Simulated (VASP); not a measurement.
# W8C9 in VASP: notebook

W8C9 is run at these levels: PBE; tasks: single point.

All numbers are computed with VASP 6.6.1; they aren't measurements. Logs are shortened: lines on timing, memory, paths and dates and some standing lists are left out, and cuts for length are marked.

## (1) The cell of the first run

The cell holds a slab with vacuum, 17 atoms: a = 5.749 Å, b = 5.633 Å, c = 15.149 Å, α = 90.00°, β = 90.00°, γ = 90.00°.

## (2) Single point, PBE

The input, INCAR:

```
SYSTEM = W8C9
PREC = Accurate
ENCUT = 520
EDIFF = 1E-7
ISMEAR = -1
SIGMA = 0.15
LREAL = Auto
LASPH = .True.
NELM = 80
ALGO = Normal
ISIF = 2
LWAVE = .False.
LCHARG = .False.
GGA = PE
NBANDS = 88
```

The input, KPOINTS:

```
Automatic mesh
0
Gamma
  3 3 1
  0 0 0
```

The input, POSCAR:

```
W8C9
1.0
    5.7490600000      0.0000000000      0.0000000000
    0.0000000000      5.6331800000      0.0000000000
    0.0000000000      0.0000000000     15.1490270000
W C
8 9
Direct
    0.0000000000      0.0000000000      0.0660108402
    0.2328206698     -0.0123198620      0.2355794864
    0.0000000000      0.5000017752      0.0660108402
    0.2441442601      0.4858712131      0.2321601249
    0.4999947818      0.0000000000      0.0660108402
    0.7423996271     -0.0190833597      0.2330974788
    0.4999947818      0.5000017752      0.0660108402
    0.7406428181      0.4777053103      0.2333879265
   -0.0037919242      0.2546696537      0.1765789974
    0.2658695508      0.2100412201      0.3376124420
    0.0256911565      0.7496121196      0.1736547172
    0.5268687403      0.8535143560      0.3504515505
    0.5012297663      0.2231066644      0.1688095216
    0.6733448599      0.2572791922      0.3370447488
    0.4725120281      0.7368307066      0.1720572549
    0.6982184914      0.6880305618      0.3324569954
    0.4857315805      0.1159203150      0.3644128431
```

Potentials or basis: VASP PAW PBE potentials, release 64 (W_sv, C).

Run with:

```sh
$ cat potpaw_PBE.64/W_sv/POTCAR potpaw_PBE.64/C/POTCAR > POTCAR
$ mpirun -np 1 vasp_std > vasp.out
```

OUTCAR:

```text
SYSTEM = W8C9
   PREC = Accurate
   ENCUT = 520
   EDIFF = 1E-7
   ISMEAR = -1
   LREAL = Auto
   LASPH = .True.
   NELM = 80
   ISIF = 2
   GGA = PE

 ion  position               nearest neighbor table
   1  0.000  0.000  0.066-  11 2.16   9 2.21   3 2.82   3 2.82   5 2.87   5 2.87   2 2.90   6 2.93

   2  0.233  0.988  0.236-  10 2.00  11 2.02  15 2.20   9 2.22  13 2.27  17 2.54  12 2.54   4 2.81
                             6 2.82   4 2.83   1 2.90   6 2.93   5 2.99
   3  0.000  0.500  0.066-  11 2.16   9 2.17   1 2.82   1 2.82   7 2.87   7 2.87   4 2.88   8 2.94

   4  0.244  0.486  0.232-   9 2.11  15 2.13  11 2.14  10 2.23  13 2.30   2 2.81   2 2.83   8 2.85
                             3 2.88   8 2.90   7 2.92
   5  0.500  0.000  0.066-  13 2.00  15 2.19   7 2.82   7 2.82   1 2.87   1 2.87   6 2.89   2 2.99

   6  0.742  0.981  0.233-  13 2.18  16 2.25  14 2.25  15 2.27  11 2.27  12 2.28   9 2.29  17 2.59
                             8 2.80   2 2.82   8 2.83   5 2.89   2 2.93   1 2.93
   7  0.500  0.500  0.066-  15 2.09  13 2.20   5 2.82   5 2.82   3 2.87   3 2.87   8 2.89   4 2.92

   8  0.741  0.478  0.233-  16 1.93  14 2.04   9 2.12  13 2.22  15 2.32  11 2.42   6 2.80   6 2.83
                             4 2.85   7 2.89   4 2.90   3 2.94
   9  0.996  0.255  0.177-   4 2.11   8 2.12   3 2.17   1 2.21   2 2.22   6 2.29
  10  0.266  0.210  0.338-  17 1.43   2 2.00   4 2.23
  11  0.026  0.750  0.174-   2 2.02   4 2.14   3 2.16   1 2.16   6 2.27   8 2.42
  12  0.527  0.854  0.350-  16 1.38  17 1.51   6 2.28   2 2.54
  13  0.501  0.223  0.169-   5 2.00   6 2.18   7 2.20   8 2.22   2 2.27   4 2.30
  14  0.673  0.257  0.337-  17 1.40   8 2.04   6 2.25
  15  0.473  0.737  0.172-   7 2.09   4 2.13   5 2.19   2 2.20   6 2.27   8 2.32
  16  0.698  0.688  0.332-  12 1.38   8 1.93   6 2.25
  17  0.486  0.116  0.364-  14 1.40  10 1.43  12 1.51   2 2.54   6 2.59

  LATTYP: Found a simple orthorhombic cell.
 ALAT       =     5.6331800000
 B/A-ratio  =     1.0205709741
 C/A-ratio  =     2.6892495890

  Lattice vectors:

 A1 = (   0.0000000000,  -5.6331800000,   0.0000000000)
 A2 = (   5.7490600000,   0.0000000000,   0.0000000000)
 A3 = (   0.0000000000,   0.0000000000,  15.1490270000)

Analysis of symmetry for initial positions (statically):
=====================================================================
 Subroutine PRICEL returns:
 Original cell was already a primitive cell.

 Routine SETGRP: Setting up the symmetry group for a
 simple orthorhombic supercell.

 Subroutine GETGRP returns: Found  1 space group operations
 (whereof  1 operations were pure point group operations)
 out of a pool of  8 trial point group operations.

The static configuration has the point symmetry C_1 .

Analysis of symmetry for dynamics (positions and initial velocities):
=====================================================================
 Subroutine PRICEL returns:
 Original cell was already a primitive cell.

 Routine SETGRP: Setting up the symmetry group for a
 simple orthorhombic supercell.

 Subroutine GETGRP returns: Found  1 space group operations
 (whereof  1 operations were pure point group operations)
 out of a pool of  8 trial point group operations.

The dynamic configuration has the point symmetry C_1 .

 Subroutine INISYM returns: Found  1 space group operations
 (whereof  1 operations are pure point group operations),
 and found     1 'primitive' translations

----------------------------------------------------------------------------------------

                                     Primitive cell

  volume of cell :     490.6087

  direct lattice vectors                    reciprocal lattice vectors
     5.749060000  0.000000000  0.000000000     0.173941479  0.000000000  0.000000000
     0.000000000  5.633180000  0.000000000     0.000000000  0.177519625  0.000000000
     0.000000000  0.000000000 15.149027000     0.000000000  0.000000000  0.066010840

  length of vectors
     5.749060000  5.633180000 15.149027000     0.173941479  0.177519625  0.066010840

  position of ions in fractional coordinates (direct lattice)
     0.000000000  0.000000000  0.066010840
     0.232820670  0.987680138  0.235579486
     0.000000000  0.500001775  0.066010840
     0.244144260  0.485871213  0.232160125
     0.499994782  0.000000000  0.066010840
     0.742399627  0.980916640  0.233097479
[... 9 lines left out ...]
     0.698218491  0.688030562  0.332456995
     0.485731581  0.115920315  0.364412843

  ion indices of the primitive-cell ions
   primitive index   ion index
                 1           1
                 2           2
                 3           3
                 4           4
                 5           5
                 6           6
[... 9 lines left out ...]
                16          16
                17          17

----------------------------------------------------------------------------------------

 KPOINTS: Automatic mesh

Automatic generation of k-mesh.
 Grid dimensions read from file:
 generate k-points for:    3    3    1

 Generating k-lattice:

  Cartesian coordinates                     Fractional coordinates (reciprocal lattice)
     0.057980493  0.000000000  0.000000000     0.333333333  0.000000000  0.000000000
     0.000000000  0.059173208  0.000000000     0.000000000  0.333333333  0.000000000
     0.000000000  0.000000000  0.066010840     0.000000000  0.000000000  1.000000000

  Length of vectors
     0.057980493  0.059173208  0.066010840

  Shift w.r.t. Gamma in fractional coordinates (k-lattice)
     0.000000000  0.000000000  0.000000000

 Subroutine IBZKPT returns following result:
 ===========================================

 Found      5 irreducible k-points:

 Following reciprocal coordinates:
            Coordinates               Weight
  0.000000  0.000000  0.000000      1.000000
  0.333333  0.000000  0.000000      2.000000
  0.000000  0.333333  0.000000      2.000000
  0.333333  0.333333  0.000000      2.000000
 -0.333333  0.333333  0.000000      2.000000
   k-points           NKPTS =      5   k-points in BZ     NKDIM =      5   number of bands    NBANDS=     88
   number of dos      NEDOS =    301   number of ions     NIONS =     17
   total plane-waves  NPLWV = 241920
   dimension x,y,z NGX =    48 NGY =   42 NGZ =  120
   dimension x,y,z NGXF=    96 NGYF=   84 NGZF=  240
   ions per type =               8   9
   NGX,Y,Z   is equivalent  to a cutoff of  13.88, 12.40, 13.17 a.u.
   NGXF,Y,Z  is equivalent  to a cutoff of  27.76, 24.79, 26.34 a.u.
 SYSTEM =  W8C9
   PREC   = accura    normal or accurate (medium, high low for compatibility)
   ISTART =      0    job   : 0-new  1-cont  2-samecut
   ICHARG =      2    charge: 1-file 2-atom 10-const
   ISPIN  =      1    spin polarized calculation?
   LNONCOLLINEAR =      F non collinear calculations
   LSORBIT =      F    spin-orbit coupling
   LASPH  =      T    aspherical Exc in radial PAW
   ENCUT  =  520.0 eV  38.22 Ry    6.18 a.u.  10.69 10.47 28.17*2*pi/ulx,y,z
   NELM   =     80;   NELMIN=  2; NELMDL= -5     # of ELM steps
   EDIFF  = 0.1E-06   stopping-criterion for ELM
   LREAL  =      T    real-space projection
   EDIFFG = 0.1E-05   stopping-criterion for IOM
   NSW    =      0    number of steps for IOM
   IBRION =     -1    ionic relax: 0-MD 1-quasi-New 2-CG
   NFREE  =      0    steps in history (QN), initial steepest desc. (CG)
   ISIF   =      2    stress and relaxation
   ISYM   =      2    0-nonsym 1-usesym 2-fastsym
   POTIM  = 0.5000    time-step for ionic-motion
   TEBEG  =    0.0;   TEEND  =   0.0 temperature during run
   PSTRESS=    0.0 pullay stress
   NELECT =     148.0000    total number of electrons
   NUPDOWN=      -1.0000    fix difference up-down
   EMIN   =  10.00;   EMAX   =-10.00  energy-range for DOS
   EFERMI =   0.00;   METHOD = LEGACY
   ISMEAR =    -1;   SIGMA  =   0.15  broadening in eV -4-tet -1-fermi 0-gaus
   EFERMI_NEDOS =   21; number of points for ismear=-14 and -15
   IALGO  =     38    algorithm
   IMIX   =      4    mixing-type and parameters
     AMIX     =   0.40;   BMIX     =  1.00
     AMIX_MAG =   1.60;   BMIX_MAG =  1.00
  volume/ion in A,a.u.               =      28.86       194.75
  Fermi-wavevector in a.u.,A,eV,Ry     =   1.097953  2.074830 16.401828  1.205500
  Thomas-Fermi vector in A             =   2.234322
   LORBIT       =      0    0 simple, 1 ext, 2 COOP (PROOUT), +10 PAW based schemes
   GGA     = PE    functional components
   LHFCALC =     F    Hartree Fock is set to
   AEXX    =    0.0000 exact exchange contribution
   IVDW    =     0    specifies the selected vdW correction
   LEPSILON=     F    determine dielectric tensor
   LRPA    =     F    only Hartree local field effects (RPA)
 non-spin polarized calculation
  energy-cutoff  :      520.00
  volume of cell :      490.61
 maximum number of plane-waves:     13218
 NGX is ok and might be reduce to    48
   NGX = 21   NGY = 21   NGZ = 57

 number of electron     147.9999988 magnetization

 Free energy of the ion-electron system (eV)
  ---------------------------------------------------
  ext. energy  EPLUGINS =         0.00000000
  ---------------------------------------------------
  free energy    TOTEN  =      -166.41140733 eV

  energy without entropy =     -165.71079256  energy(sigma->0) =     -166.06109995

 E-fermi :   0.8548     XC(G=0):  -6.3211

 val. band max:        0.7651330997   @ k =   0.0000   0.3333   0.0000
 cond. band min:       0.8614567580   @ k =  -0.3333   0.3333   0.0000
 fundamental gap:      0.0963236583
 Fermi energy:         0.8547530597

 k-point     1 :       0.0000    0.0000    0.0000
  band No.  band energies     occupation
      1     -73.6185      2.00000
      2     -73.5701      2.00000
      3     -73.5500      2.00000
      4     -73.5269      2.00000
      5     -73.4986      2.00000
      6     -73.4746      2.00000
[... 78 lines left out ...]
     85       3.2645      0.00000
     86       3.3878      0.00000

 k-point     2 :       0.3333    0.0000    0.0000
  band No.  band energies     occupation
      1     -73.6173      2.00000
      2     -73.5677      2.00000
      3     -73.5471      2.00000
      4     -73.5296      2.00000
      5     -73.4942      2.00000
      6     -73.4817      2.00000
[... 262 lines left out ...]
      2     -73.5653      2.00000
      3     -73.5413      2.00000
      4     -73.5221      2.00000
      5     -73.5002      2.00000
      6     -73.4898      2.00000
[... 78 lines left out ...]
     85       2.3558      0.00009
     86       2.5653      0.00002
 [bands above 86 left out]

------------------------ aborting loop because EDIFF is reached ----------------------------------------

  FORCE on cell =-STRESS in cart. coord.  units (eV):
  Direction    XX          YY          ZZ          XY          YZ          ZX
  --------------------------------------------------------------------------------------
  -------------------------------------------------------------------------------------
  Total      -11.7354303     -4.2856199     -0.4462531      2.6212937      8.9650908      0.3245655
  in kB      -38.3243141    -13.9955196     -1.4573256      8.5603409     29.2772356      1.0599314
  external PRESSURE =     -17.9257198 kB  Pullay stress =       0.0000000 kB

 VOLUME and BASIS-vectors are now :
 -----------------------------------------------------------------------------
  energy-cutoff  :      520.00
  volume of cell :      490.61
      direct lattice vectors                 reciprocal lattice vectors
     5.749060000  0.000000000  0.000000000     0.173941479  0.000000000  0.000000000
     0.000000000  5.633180000  0.000000000     0.000000000  0.177519625  0.000000000
     0.000000000  0.000000000 15.149027000     0.000000000  0.000000000  0.066010840

 POSITION                                       TOTAL-FORCE (eV/Angst)
 -----------------------------------------------------------------------------------
      0.00000      0.00000      1.00000         0.022719      0.065712      0.581436
      1.33850      5.56378      3.56880         2.795669      0.024115     -0.995737
      0.00000      2.81660      1.00000         0.007184     -0.091389      0.673181
      1.40360      2.73700      3.51700         0.738894     -0.125605      0.991755
      2.87450      0.00000      1.00000        -0.193233     -1.152452     -0.786453
      4.26810      5.52568      3.53120         0.009733      0.315562      0.009199
[... 9 lines left out ...]
      4.01410      3.87580      5.03640        -2.191341      3.768728      1.614949
      2.79250      0.65300      5.52050        -0.086559     -0.965731      0.048052
 -----------------------------------------------------------------------------------
    total drift:                                0.005397     -0.012014      0.008291

  FREE ENERGIE OF THE ION-ELECTRON SYSTEM (eV)
  ---------------------------------------------------
  free  energy   TOTEN  =      -166.4114073295 eV

  energy  without entropy=     -165.7107925647  energy(sigma->0) =     -166.06109995
```

It took 7 min on 1 thread of Intel Xeon Platinum 8488C (Sapphire Rapids), shared host; peak memory 0.56 GiB.

Results:

```yaml
Free_energy: -166.4114 eV
Largest_force: 4.649 eV/Å
Band_gap_on_the_k_mesh: zero (bands 74 and 75 overlap by 0.19 eV)
```

Forces on the atoms (eV/Å):
```
W    0.023  0.066  0.581
W    2.796  0.024 -0.996
W    0.007 -0.091  0.673
W    0.739 -0.126  0.992
W   -0.193 -1.152 -0.786
W    0.010  0.316  0.009
W   -0.177 -0.670  0.224
W   -0.018 -0.087 -0.786
C    0.254 -1.500 -0.900
C   -0.422  1.288  0.099
C   -2.754 -1.085 -0.653
C    0.673 -0.305  0.307
C   -0.903  1.455  1.023
C    0.499 -1.077 -1.362
C    1.746  0.143 -0.087
C   -2.191  3.769  1.615
C   -0.087 -0.966  0.048
```

Caveat: the k points lie up to 0.37 Å⁻¹ apart; the atoms stand as in a frame of molecular dynamics; there is no dipole correction, which matters where the two faces differ; spin-orbit coupling is left out, which moves the levels of the heavy elements.

## (3) Single point, PBE

The input, INCAR:

```
PREC = Accurate ; ENCUT = 520
EDIFF = 1E-7 ; ISMEAR = -1
SIGMA = 0.15 ; LREAL = Auto
LASPH = True ; NELM = 100
ALGO = Normal ; ISIF = 2
LWAVE = False ; LCHARG = False
GGA = PE ; NBANDS = 88
```

The input, KPOINTS:

```
regular mesh
0
Gamma
  3 3 1
```

The input, POSCAR:

```
W8C9
1.0
    5.7490600000      0.0000000000      0.0000000000
    0.0000000000      5.6331800000      0.0000000000
    0.0000000000      0.0000000000     15.1490270000
W C
8 9
Direct
    0.0000000000      0.0000000000      0.0660108402
    0.2514150139     -0.0094262921      0.2294404783
    0.0000000000      0.5000017752      0.0660108402
    0.2332729177      0.4972324690      0.2402398517
    0.4999947818      0.0000000000      0.0660108402
    0.7413907665     -0.0046510142      0.2355926886
    0.4999947818      0.5000017752      0.0660108402
    0.7288669800      0.5081144220      0.2364838349
    0.0135500412      0.2335270664      0.1710208847
    0.2458140983      0.2611136161      0.3343845120
   -0.0230994284      0.7448368417      0.1626771145
    0.4540394430      0.8980007740      0.3514681174
    0.4739383482      0.2509772455      0.1664265302
    0.6784761335      0.2312725672      0.3390448773
    0.4868448059      0.7400615638      0.1680041893
    0.6018897002      0.7150668006      0.3327870496
    0.4488385927      0.1357492571      0.3587095066
```

Potentials or basis: VASP PAW PBE potentials, release 64 (W_sv, C).

Run with:

```sh
$ cat potpaw_PBE.64/W_sv/POTCAR potpaw_PBE.64/C/POTCAR > POTCAR
$ mpirun -np 1 vasp_std > vasp.out
```

OUTCAR:

```text
PREC = Accurate
   ENCUT = 520
   EDIFF = 1E-7
   ISMEAR = -1
   LREAL = Auto
   LASPH = True
   NELM = 100
   ISIF = 2
   GGA = PE

 ion  position               nearest neighbor table
   1  0.000  0.000  0.066-  11 2.06   9 2.07   3 2.82   3 2.82   2 2.87   5 2.87   5 2.87   6 2.97

   2  0.251  0.991  0.229-   9 2.13  15 2.17  13 2.17  10 2.20  12 2.25  11 2.33  17 2.41   4 2.79
                             6 2.82   5 2.86   4 2.86   1 2.87   6 2.93
[... 676 lines left out ...]
  Total      -14.7666485      3.5039592     -2.5544479     -4.0318852     -0.4895331      4.6091302
  in kB      -48.2233425     11.4428556     -8.3420430    -13.1668998     -1.5986650     15.0520047
  external PRESSURE =     -15.0408433 kB  Pullay stress =       0.0000000 kB

 VOLUME and BASIS-vectors are now :
 -----------------------------------------------------------------------------
  energy-cutoff  :      520.00
  volume of cell :      490.61
      direct lattice vectors                 reciprocal lattice vectors
     5.749060000  0.000000000  0.000000000     0.173941479  0.000000000  0.000000000
     0.000000000  5.633180000  0.000000000     0.000000000  0.177519625  0.000000000
     0.000000000  0.000000000 15.149027000     0.000000000  0.000000000  0.066010840

 POSITION                                       TOTAL-FORCE (eV/Angst)
 -----------------------------------------------------------------------------------
      0.00000      0.00000      1.00000        -0.125159      0.189788     -0.511896
      1.44540      5.58008      3.47580        -1.527706      1.107798     -0.247170
      0.00000      2.81660      1.00000        -0.290473     -0.928825     -0.036871
      1.34110      2.80100      3.63940         0.141157      0.597866     -2.317374
      2.87450      0.00000      1.00000        -0.246319     -0.062000     -0.524614
      4.26230      5.60698      3.56900        -0.575011      0.332905     -0.381023
[... 9 lines left out ...]
      3.46030      4.02810      5.04140        -0.526241      0.961500     -0.133893
      2.58040      0.76470      5.43410         0.765552      4.064267      1.319583
 -----------------------------------------------------------------------------------
    total drift:                               -0.013865     -0.018336     -0.018163

  FREE ENERGIE OF THE ION-ELECTRON SYSTEM (eV)
  ---------------------------------------------------
  free  energy   TOTEN  =      -166.7217451494 eV

  energy  without entropy=     -166.0294488535  energy(sigma->0) =     -166.37559700
```

OSZICAR:

```text
N       E                     dE             d eps       ncg     rms          rms(c)
DAV:   1     0.170904812576E+04    0.17090E+04   -0.86249E+04  1040   0.158E+03
DAV:   2    -0.730731041500E+02   -0.17821E+04   -0.17433E+04  1000   0.472E+02
DAV:   3    -0.189223583413E+03   -0.11615E+03   -0.11282E+03  1104   0.115E+02
[... 22 lines left out ...]
DAV:  26    -0.166721737410E+03   -0.15923E-04   -0.10277E-06   792   0.296E-03    0.966E-04
DAV:  27    -0.166721742612E+03   -0.52020E-05   -0.36744E-07   672   0.147E-03    0.500E-04
DAV:  28    -0.166721744617E+03   -0.20043E-05   -0.23082E-07   632   0.101E-03    0.303E-04
DAV:  29    -0.166721745058E+03   -0.44181E-06   -0.69544E-08   656   0.589E-04    0.171E-04
DAV:  30    -0.166721745149E+03   -0.91033E-07   -0.17547E-08   552   0.363E-04
   1 F= -.16672175E+03 E0= -.16637560E+03  d E =-.692296E+00
```

Run time: 7.4 min. Hardware: 1 thread of Intel Xeon Platinum 8488C (Sapphire Rapids), shared host; peak memory 0.57 GiB.

What came out:

| Property | Result |
| --- | --- |
| Free energy | -166.7217 eV |
| Largest force | 5.969 eV/Å |
| Band gap on the k mesh | zero (bands 74 and 75 overlap by 0.09 eV) |

Forces in eV/Å, atoms in the order of the input:
```
W   -0.125  0.190 -0.512
W   -1.528  1.108 -0.247
W   -0.290 -0.929 -0.037
W    0.141  0.598 -2.317
W   -0.246 -0.062 -0.525
W   -0.575  0.333 -0.381
W   -0.238 -0.261 -0.458
W    0.707 -2.151  0.642
C   -1.389  1.247  0.495
C    0.309 -0.577  0.253
C    0.715  0.227  2.281
C    0.839 -5.818 -1.037
C    1.159  0.099  1.351
C    0.178  0.566 -1.284
C    0.104  0.404  0.589
C   -0.526  0.962 -0.134
C    0.766  4.064  1.320
```

Levels at points of the mesh, in eV from the Fermi level:
| k point | band 72 | band 73 | band 74 | band 75 | band 76 | band 77 |
| --- | --- | --- | --- | --- | --- | --- |
| (0.00, 0.00, 0.00) | -0.25 | -0.12 | 0.12 | 0.38 | 0.58 | 0.70 |

Caveat: the k points lie up to 0.37 Å⁻¹ apart; the atoms stand as in a frame of molecular dynamics; there is no dipole correction, which matters where the two faces differ; spin-orbit coupling is left out, which moves the levels of the heavy elements.

(Continued in part 2 of 2.)

The gap in the log of VASP goes by the Fermi energy; the results here count the filled bands.